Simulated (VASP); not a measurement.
Set up this calculation in VASP 6.6.1, as the native input.

```
Task                   : relaxation of cell and atoms
Functional             : revPBE
Dispersion             : D3(BJ)
Potentials or basis    : VASP PAW PBE potentials, release 64 (In_d)
Cutoff                 : 600 eV
k mesh                 : 10 × 10 × 10
Occupations            : fermi-dirac, width 0.05 eV
Spin                   : no spin polarisation
Dipole correction      : no
Further INCAR settings : ALGO = Normal; EDIFF = 1e-06; IBRION = 2; EDIFFG = -0.01; NSW = 60; ISIF = 3
```

The structure of In lies in POSCAR:

```
In
1.0
   -1.8825252400      1.8825252400      1.8825252400
    1.8825252400     -1.8825252400      1.8825252400
    1.8825252400      1.8825252400     -1.8825252400
In
1
Direct
    0.0000000000      0.0000000000      0.0000000000
```

The input as run:

INCAR

```
SYSTEM = In
  PREC = Accurate
  ENCUT = 600
  EDIFF = 1E-6
  ISMEAR = -1
  SIGMA = 0.05
  LREAL = .False.
  LASPH = .True.
  NELM = 60
  ALGO = Normal
  ISIF = 3
  LWAVE = .False.
  LCHARG = .False.
  GGA = RE
  IVDW = 12
  IBRION = 2
  NSW = 60
  EDIFFG = -0.01
```

KPOINTS

```
Automatic mesh
0
Gamma
  10 10 10
  0 0 0
```

Potentials or basis: VASP PAW PBE potentials, release 64 (In_d).

The run is started by

```sh
$ cat potpaw_PBE.64/In_d/POTCAR > POTCAR
$ mpirun -np 1 vasp_std > vasp.out
```

It gave:

```yaml
Relaxed_volume: 25.96 Å³/atom
Relaxed_cell: a = 3.231 Å, b = 3.231 Å, c = 3.231 Å, α = 109.47°, β = 109.47°, γ = 109.47°
Space_group_after_relaxing_to_0.05_Å: Im-3m (No. 229)
Energy_gained_by_relaxing: 2.4 meV/atom
Ionic_steps: 3
Pressure_after_relaxing: 0.0 GPa
Dispersion_energy_per_atom: -0.616 eV
```

Caveat: the PAW data sets were made with another functional, which shifts forces and pressure a little; pairwise dispersion overbinds metals, which lowers pressure and volume.

Run time: 14 s on 1 thread of Intel(R) Xeon(R) 6975P-C (Granite Rapids) (shared host), peak memory 0.18 GiB.
